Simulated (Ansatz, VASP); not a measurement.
**Si2Mo: VASP beside Ansatz**

```
Mo Si
1.0
     0.00000    2.71773    2.71773
     2.71773    0.00000    2.71773
     2.71773    2.71773    0.00000
Mo Si
1 2
Direct
  0.00000 0.00000 0.00000
  0.25000 0.25000 0.25000
  0.75000 0.75000 0.75000
```

Change from the starting cell: volume scaled by 0.8, PAW files.

Alike in both runs: task single point; functional PBE; k mesh 10 × 10 × 10; occupations fermi-dirac, width 0.05 eV; no spin polarisation.

|  | VASP | Ansatz |
| --- | --- | --- |
| version | VASP 6.6.1 | Ansatz 0.2.0 |
| potentials or method | VASP PAW PBE potentials, release 64 (Mo_sv, Si) | PAW with Ansatz's default frozen-core files, scalar-relativistic |
| plane-wave cutoff (eV) | 520 | 420 |
| valence electrons in the cell | 22 | 22 |

|  | VASP | Ansatz | Ansatz less VASP |
| --- | --- | --- | --- |
| pressure (GPa) | 46.6 | 46.3 | -0.27 |

Both programs put the cell under a high pressure, so it lies far from rest at this level. With one functional, cell and mesh, what is left measures potentials, basis and numerics.
